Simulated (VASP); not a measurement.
Input of a VASP 6.6.1 run:

The input POSCAR:

```
BaTiO3
1.0
    4.0009892092      0.0000000000      0.0000000000
    0.0000000000      4.0009892092      0.0000000000
    0.0000000000      0.0000000000      4.0009892092
Ba Ti O
1 1 3
Direct
    0.5000000000      0.5000000000      0.5000000000
    0.0000000000      0.0000000000      0.0000000000
    0.5000000000      0.0000000000      0.0000000000
    0.0000000000      0.5000000000      0.0000000000
    0.0000000000      0.0000000000      0.5000000000
```

Contents of INCAR.step1:

```
PREC = Accurate
ENCUT = 520
ISMEAR = 0
SIGMA = 0.02
LREAL = F
LASPH = T
NELM = 100
NBANDS = 28
GGA = PE
ALGO = Normal
EDIFF = 1E-4
LWAVE = T
LCHARG = F
```

Contents of INCAR.step2:

```
PREC = Accurate
ENCUT = 520
EDIFF = 1E-6
ISMEAR = 0
SIGMA = 0.02
LREAL = F
LASPH = T
NELM = 100
ALGO = Normal
ISIF = 2
LWAVE = F
LCHARG = F
METAGGA = R2SCAN
LMIXTAU = T
NBANDS = 28
ISTART = 1
```

The input KPOINTS:

```
Automatic mesh
0
Gamma
  8 8 8
```

Potentials or basis: VASP PAW PBE potentials, release 64 (Ba_sv, Ti_sv, O).

Launch:

```bash
$ cat potpaw_PBE.64/Ba_sv/POTCAR potpaw_PBE.64/Ti_sv/POTCAR potpaw_PBE.64/O/POTCAR > POTCAR
$ cp INCAR.step1 INCAR
$ mpirun -np 1 vasp_std > vasp.out
$ cp INCAR.step2 INCAR
$ mpirun -np 1 vasp_std > vasp.out
```

Q: Estimate the pressure.

A: 1.0 GPa.

Q: What does it give for the band gap on the k mesh?

A: 2.14 eV (least direct gap 2.29 eV).

Caveat: the PAW data sets were made with another functional, which shifts forces and pressure a little; spin-orbit coupling is left out, which moves the levels of the heavy elements. A k mesh can miss the band edges.
